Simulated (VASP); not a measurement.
Runs of VASP 6.6.1 on MgCd3. The structure is that of space group Pm-3m (No. 221), or close to it. The cells are those of the table. 

```csv
cell,gap on the mesh (eV),pressure (GPa)
"a = 4.395 Å, 4 atoms",none,(b)
"a = 4.537 Å, 4 atoms",none,-7.0
"a = 4.320 Å, 4 atoms",none,-1.2
"a = 4.502 Å, 4 atoms",none,(a)
"a = 4.358 Å, 4 atoms",none,-2.6
```

Alike in all rows: task single point; level LDA; potentials or basis VASP PAW LDA potentials, release 64 (Mg, Cd); no spin polarisation; k mesh 5 × 5 × 5; cutoff (eV) 520; smearing gaussian 0.15 eV.

Q: Estimate the missing entries.

A: (a) -6.3; (b) -3.8.

A k mesh can miss the band edges, and the runs leave out spin-orbit coupling on Cd.

A gap of «none» marks levels without a gap at the run's occupations.
